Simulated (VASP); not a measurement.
# TaN (NiAs type) (P6_3/mmc) in VASP: a series of runs

TaN (NiAs type) is run at these levels: PBE; tasks: single point.

All numbers are computed with VASP 6.6.1; they aren't measurements. Logs are shortened: lines on timing, memory, paths and dates and some standing lists are left out, and cuts for length are marked.

## (1) The cell of the first run

It takes space group P6_3/mmc (No. 194, hexagonal). Conventional cell: a = 2.760 Å, b = 2.760 Å, c = 5.671 Å, α = 90.00°, β = 90.00°, γ = 120.00°. Ta (site symmetry -3m) has 6 N at 2.13 Å and 8 Ta at 2.76 to 2.84 Å within 2.9 Å. Within 2.8 Å of N (site symmetry -6m2) lie 6 Ta at 2.13 Å and 6 N at 2.76 Å.

## (2) Single point, PBE

INCAR

```
SYSTEM = TaN
PREC = Accurate ; ENCUT = 600
EDIFF = 1E-6 ; ISMEAR = -1
SIGMA = 0.08 ; LREAL = .False.
LASPH = .True. ; NELM = 120
ALGO = Normal ; ISIF = 2
LWAVE = .False. ; LCHARG = .False.
GGA = PE ; NBANDS = 24
GGA_COMPAT = .False.
```

KPOINTS

```
regular mesh
0
Gamma
  11 11 6
  0 0 0
```

POSCAR

```
TaN
1.0
    2.7604949639      0.0000000000      0.0000000000
   -1.3802474820      2.3906587658      0.0000000000
    0.0000000000      0.0000000000      5.6713634923
Ta N
2 2
Direct
    0.0000000000      0.0000000000      0.0000000000
    0.0000000000      0.0000000000      0.5000000000
    0.3333333333      0.6666666667      0.2500000000
    0.6666666667      0.3333333333      0.7500000000
```

Potentials or basis: VASP PAW PBE potentials, release 64 (Ta_pv, N).

Launch:

```
$ cat potpaw_PBE.64/Ta_pv/POTCAR potpaw_PBE.64/N/POTCAR > POTCAR
$ mpirun -np 1 vasp_std > vasp.out
```

OUTCAR:

```text
SYSTEM = TaN
   PREC = Accurate
   ENCUT = 600
   EDIFF = 1E-6
   ISMEAR = -1
   LREAL = .False.
   LASPH = .True.
   NELM = 120
   ISIF = 2
   GGA = PE

 ion  position               nearest neighbor table
   1  0.000  0.000  0.000-   3 2.13   4 2.13   4 2.13   3 2.13   4 2.13   3 2.13   2 2.84   2 2.84

   2  0.000  0.000  0.500-   3 2.13   4 2.13   4 2.13   3 2.13   4 2.13   3 2.13   1 2.84   1 2.84

   3  0.333  0.667  0.250-   1 2.13   2 2.13   1 2.13   2 2.13   1 2.13   2 2.13
   4  0.667  0.333  0.750-   1 2.13   2 2.13   1 2.13   2 2.13   1 2.13   2 2.13

  LATTYP: Found a hexagonal cell.
 ALAT       =     2.7604949639
 C/A-ratio  =     2.0544734066

  Lattice vectors:

 A1 = (   2.7604949639,   0.0000000000,   0.0000000000)
 A2 = (  -1.3802474820,   2.3906587658,   0.0000000000)
 A3 = (   0.0000000000,   0.0000000000,   5.6713634923)

Analysis of symmetry for initial positions (statically):
=====================================================================
 Subroutine PRICEL returns:
 Original cell was already a primitive cell.

 Routine SETGRP: Setting up the symmetry group for a
 hexagonal supercell.

 Subroutine GETGRP returns: Found 24 space group operations
 (whereof 12 operations were pure point group operations)
 out of a pool of 24 trial point group operations.

The static configuration has the point symmetry D_3d.
 The point group associated with its full space group is D_6h.

Analysis of symmetry for dynamics (positions and initial velocities):
=====================================================================
 Subroutine PRICEL returns:
 Original cell was already a primitive cell.

 Routine SETGRP: Setting up the symmetry group for a
 hexagonal supercell.

 Subroutine GETGRP returns: Found 24 space group operations
 (whereof 12 operations were pure point group operations)
 out of a pool of 24 trial point group operations.

The dynamic configuration has the point symmetry D_3d.
 The point group associated with its full space group is D_6h.

 Subroutine INISYM returns: Found 24 space group operations
 (whereof 12 operations are pure point group operations),
 and found     1 'primitive' translations

----------------------------------------------------------------------------------------

                                     Primitive cell

  volume of cell :      37.4276

  direct lattice vectors                    reciprocal lattice vectors
     2.760494964  0.000000000  0.000000000     0.362253876  0.209147373  0.000000000
    -1.380247482  2.390658766  0.000000000     0.000000000  0.418294745  0.000000000
     0.000000000  0.000000000  5.671363492     0.000000000  0.000000000  0.176324441

  length of vectors
     2.760494964  2.760494964  5.671363492     0.418294746  0.418294745  0.176324441

  position of ions in fractional coordinates (direct lattice)
     0.000000000  0.000000000  0.000000000
     0.000000000  0.000000000  0.500000000
     0.333333333  0.666666667  0.250000000
     0.666666667  0.333333333  0.750000000

  ion indices of the primitive-cell ions
   primitive index   ion index
                 1           1
                 2           2
                 3           3
                 4           4

----------------------------------------------------------------------------------------

 KPOINTS: regular mesh

Automatic generation of k-mesh.
 Grid dimensions read from file:
 generate k-points for:   11   11    6

 Generating k-lattice:

  Cartesian coordinates                     Fractional coordinates (reciprocal lattice)
     0.032932171  0.019013398  0.000000000     0.090909091  0.000000000  0.000000000
     0.000000000  0.038026795  0.000000000     0.000000000  0.090909091  0.000000000
     0.000000000  0.000000000  0.029387407     0.000000000  0.000000000  0.166666667

  Length of vectors
     0.038026795  0.038026795  0.029387407

  Shift w.r.t. Gamma in fractional coordinates (k-lattice)
     0.000000000  0.000000000  0.000000000

 Subroutine IBZKPT returns following result:
 ===========================================

 Found     64 irreducible k-points:

 Following reciprocal coordinates:
            Coordinates               Weight
  0.000000  0.000000  0.000000      1.000000
  0.090909  0.000000  0.000000      6.000000
  0.181818  0.000000  0.000000      6.000000
  0.272727 -0.000000  0.000000      6.000000
  0.363636  0.000000  0.000000      6.000000
  0.454545 -0.000000  0.000000      6.000000
[... 16 lines left out ...]
  0.090909  0.090909  0.166667     12.000000
  0.181818  0.090909  0.166667     24.000000
 [... further k-points ...]
   k-points           NKPTS =     64   k-points in BZ     NKDIM =     64   number of bands    NBANDS=     24
   number of dos      NEDOS =    301   number of ions     NIONS =      4
   total plane-waves  NPLWV =  27648
   dimension x,y,z NGX =    24 NGY =   24 NGZ =   48
   dimension x,y,z NGXF=    48 NGYF=   48 NGZF=   96
   ions per type =               2   2
   NGX,Y,Z   is equivalent  to a cutoff of  14.45, 14.45, 14.07 a.u.
   NGXF,Y,Z  is equivalent  to a cutoff of  28.91, 28.91, 28.14 a.u.
 SYSTEM =  TaN
   PREC   = accura    normal or accurate (medium, high low for compatibility)
   ISTART =      0    job   : 0-new  1-cont  2-samecut
   ICHARG =      2    charge: 1-file 2-atom 10-const
   ISPIN  =      1    spin polarized calculation?
   LNONCOLLINEAR =      F non collinear calculations
   LSORBIT =      F    spin-orbit coupling
   LASPH  =      T    aspherical Exc in radial PAW
   ENCUT  =  600.0 eV  44.10 Ry    6.64 a.u.   5.51  5.51 11.33*2*pi/ulx,y,z
   NELM   =    120;   NELMIN=  2; NELMDL= -5     # of ELM steps
   EDIFF  = 0.1E-05   stopping-criterion for ELM
   LREAL  =      F    real-space projection
   EDIFFG = 0.1E-04   stopping-criterion for IOM
   NSW    =      0    number of steps for IOM
   IBRION =     -1    ionic relax: 0-MD 1-quasi-New 2-CG
   NFREE  =      0    steps in history (QN), initial steepest desc. (CG)
   ISIF   =      2    stress and relaxation
   ISYM   =      2    0-nonsym 1-usesym 2-fastsym
   POTIM  = 0.5000    time-step for ionic-motion
   TEBEG  =    0.0;   TEEND  =   0.0 temperature during run
   PSTRESS=    0.0 pullay stress
   NELECT =      32.0000    total number of electrons
   NUPDOWN=      -1.0000    fix difference up-down
   EMIN   =  10.00;   EMAX   =-10.00  energy-range for DOS
   EFERMI =   0.00;   METHOD = LEGACY
   ISMEAR =    -1;   SIGMA  =   0.08  broadening in eV -4-tet -1-fermi 0-gaus
   EFERMI_NEDOS =   21; number of points for ismear=-14 and -15
   IALGO  =     38    algorithm
   IMIX   =      4    mixing-type and parameters
     AMIX     =   0.40;   BMIX     =  1.00
     AMIX_MAG =   1.60;   BMIX_MAG =  1.00
  volume/ion in A,a.u.               =       9.36        63.14
  Fermi-wavevector in a.u.,A,eV,Ry     =   1.553797  2.936250 32.848323  2.414284
  Thomas-Fermi vector in A             =   2.657975
   LORBIT       =      0    0 simple, 1 ext, 2 COOP (PROOUT), +10 PAW based schemes
   GGA     = PE    functional components
   LHFCALC =     F    Hartree Fock is set to
   AEXX    =    0.0000 exact exchange contribution
   IVDW    =     0    specifies the selected vdW correction
   LEPSILON=     F    determine dielectric tensor
   LRPA    =     F    only Hartree local field effects (RPA)
 non-spin polarized calculation
  energy-cutoff  :      600.00
  volume of cell :       37.43
 maximum number of plane-waves:      1283
 NGX is ok and might be reduce to    24
   NGX = 11   NGY = 11   NGZ = 23

 number of electron      31.9999998 magnetization

 Free energy of the ion-electron system (eV)
  ---------------------------------------------------
  ext. energy  EPLUGINS =         0.00000000
  ---------------------------------------------------
  free energy    TOTEN  =       -42.82617748 eV

  energy without entropy =      -42.80573314  energy(sigma->0) =      -42.81595531

 E-fermi :   9.7921     XC(G=0): -14.1454

 val. band max:        9.7676082477   @ k =   0.0909   0.0000   0.1667
 cond. band min:       9.8313133614   @ k =   0.2727   0.2727   0.0000
 fundamental gap:      0.0637051137
 Fermi energy:         9.7920557619

 k-point     1 :       0.0000    0.0000    0.0000
  band No.  band energies     occupation
      1     -25.9545      2.00000
      2     -24.7362      2.00000
      3     -24.2732      2.00000
      4     -24.2732      2.00000
      5     -24.1753      2.00000
      6     -24.1753      2.00000
[... 16 lines left out ...]
     23      14.7640      0.00000
     24      16.8643      0.00000

 k-point     2 :       0.0909    0.0000    0.0000
  band No.  band energies     occupation
      1     -25.9159      2.00000
      2     -24.7136      2.00000
      3     -24.4409      2.00000
      4     -24.3265      2.00000
      5     -24.3074      2.00000
      6     -24.2071      2.00000
[... 16 lines left out ...]
     23      15.3175      0.00000
     24      16.6350      0.00000

 k-point     3 :       0.1818    0.0000    0.0000
  band No.  band energies     occupation
      1     -25.8107      2.00000
      2     -24.8698      2.00000
      3     -24.7184      2.00000
      4     -24.6514      2.00000
      5     -24.3981      2.00000
      6     -24.2913      2.00000
[... 16 lines left out ...]
     23      15.6727      0.00000
     24      17.1269      0.00000

 k-point     4 :       0.2727   -0.0000    0.0000
  band No.  band energies     occupation
      1     -25.6712      2.00000
      2     -25.3905      2.00000
      3     -25.2005      2.00000
      4     -24.5707      2.00000
      5     -24.5145      2.00000
      6     -24.3996      2.00000
[... 16 lines left out ...]
     23      16.5802      0.00000
     24      18.0046      0.00000

 k-point     5 :       0.3636    0.0000    0.0000
  band No.  band energies     occupation
      1     -25.8455      2.00000
      2     -25.6193      2.00000
      3     -25.5303      2.00000
      4     -24.6192      2.00000
      5     -24.4973      2.00000
      6     -24.4949      2.00000
[... 16 lines left out ...]
     23      17.4578      0.00000
     24      18.6650      0.00000

 k-point     6 :       0.4545   -0.0000    0.0000
  band No.  band energies     occupation
      1     -26.0979      2.00000
      2     -25.8582      2.00000
      3     -25.4501      2.00000
      4     -24.6805      2.00000
      5     -24.5545      2.00000
      6     -24.4493      2.00000
[... 16 lines left out ...]
     23      17.9198      0.00000
     24      18.4156      0.00000
[... 379 lines left out ...]
 k-point    21 :       0.3636    0.0000    0.1667
  band No.  band energies     occupation
      1     -25.8307      2.00000
      2     -25.6375      2.00000
      3     -25.4635      2.00000
      4     -24.6112      2.00000
      5     -24.5696      2.00000
      6     -24.5055      2.00000
[... 16 lines left out ...]
     23      17.3987      0.00000
     24      18.4362      0.00000

 k-point    22 :       0.4545   -0.0000    0.1667
  band No.  band energies     occupation
      1     -26.0822      2.00000
      2     -25.8748      2.00000
      3     -25.3876      2.00000
      4     -24.6722      2.00000
      5     -24.5630      2.00000
      6     -24.5215      2.00000
[... 16 lines left out ...]
     23      17.8671      0.00000
     24      18.3498      0.00000

 k-point    23 :       0.0909    0.0909    0.1667
  band No.  band energies     occupation
      1     -25.7728      2.00000
      2     -24.7739      2.00000
      3     -24.7032      2.00000
      4     -24.5966      2.00000
      5     -24.3736      2.00000
      6     -24.2819      2.00000
[... 16 lines left out ...]
     23      16.1817      0.00000
     24      16.6322      0.00000

 k-point    24 :       0.1818    0.0909    0.1667
  band No.  band energies     occupation
      1     -25.6531      2.00000
      2     -25.1677      2.00000
      3     -25.0111      2.00000
      4     -24.6801      2.00000
      5     -24.5025      2.00000
      6     -24.4024      2.00000
[... 16 lines left out ...]
     23      16.3612      0.00000
     24      17.3528      0.00000

 [... further k-points ...]
[... 5 lines left out ...]
  --------------------------------------------------------------------------------------
  -------------------------------------------------------------------------------------
  Total       16.4615676     16.4615676     16.5078826     -0.0000000     -0.0000000      0.0000000
  in kB      704.6764197    704.6764197    706.6590426     -0.0000000     -0.0000000      0.0000000
  external PRESSURE =     705.3372940 kB  Pullay stress =       0.0000000 kB

 VOLUME and BASIS-vectors are now :
 -----------------------------------------------------------------------------
  energy-cutoff  :      600.00
  volume of cell :       37.43
      direct lattice vectors                 reciprocal lattice vectors
     2.760494964  0.000000000  0.000000000     0.362253876  0.209147373  0.000000000
    -1.380247482  2.390658766  0.000000000     0.000000000  0.418294745  0.000000000
     0.000000000  0.000000000  5.671363492     0.000000000  0.000000000  0.176324441

 POSITION                                       TOTAL-FORCE (eV/Angst)
 -----------------------------------------------------------------------------------
      0.00000      0.00000      0.00000        -0.000000      0.000000      0.000000
      0.00000      0.00000      2.83568        -0.000000      0.000000      0.000000
     -0.00000      1.59377      1.41784        -0.000000      0.000000      0.000000
      1.38025      0.79689      4.25352         0.000000      0.000000     -0.000000
 -----------------------------------------------------------------------------------
    total drift:                               -0.000000      0.000000      0.000000

  FREE ENERGIE OF THE ION-ELECTRON SYSTEM (eV)
  ---------------------------------------------------
  free  energy   TOTEN  =       -42.8261774820 eV

  energy  without entropy=      -42.8057331420  energy(sigma->0) =      -42.81595531
```

It took 90 s on 1 thread of Intel Xeon 8259CL, shared host; peak memory 0.21 GiB.

Results:

```yaml
Free_energy: -42.8262 eV
Pressure: 70.5 GPa
Band_gap_on_the_k_mesh: zero (bands 16 and 17 overlap by 1.24 eV)
```

Caveat: the cell stands under pressure; spin-orbit coupling is left out, which moves the levels of the heavy elements.

(Part 1 of 2 ends here.)
